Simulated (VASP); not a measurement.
A run of VASP 6.6.1:

Contents of INCAR:

```
ALGO = Normal ; EDIFF = 1E-7
ENCUT = 520 ; GGA = PE
ISIF = 2 ; ISMEAR = -1
LASPH = True ; LCHARG = False
LREAL = False ; LWAVE = False
NBANDS = 15 ; NELM = 100
PREC = Accurate ; SIGMA = 0.02
```

Contents of KPOINTS:

```
k-points
0
Gamma
  7 7 7
```

Contents of POSCAR:

```
KF
1.0
    0.0000000000      2.6718500000      2.6718500000
    2.6718500000      0.0000000000      2.6718500000
    2.6718500000      2.6718500000      0.0000000000
K F
1 1
Direct
    1.0000000000      0.0000000000      0.0000000000
    0.5000000000      0.5000000000      0.5000000000
```

Potentials or basis: VASP PAW PBE potentials, release 64 (K_sv, F).

Launch:

```bash
$ cat potpaw_PBE.64/K_sv/POTCAR potpaw_PBE.64/F/POTCAR > POTCAR
$ mpirun -np 1 vasp_std > vasp.out
```

Hardware: 1 thread of Intel(R) Xeon(R) Platinum 8259CL CPU @ 2.50GHz (Skylake/Cascade Lake), on a shared host.

Estimate the wall time of this run.

Run time: 14 s on 1 thread of Intel(R) Xeon(R) Platinum 8259CL CPU @ 2.50GHz (Skylake/Cascade Lake) (shared host), peak memory 0.15 GiB. Counts: scf iterations 14, k points 20.
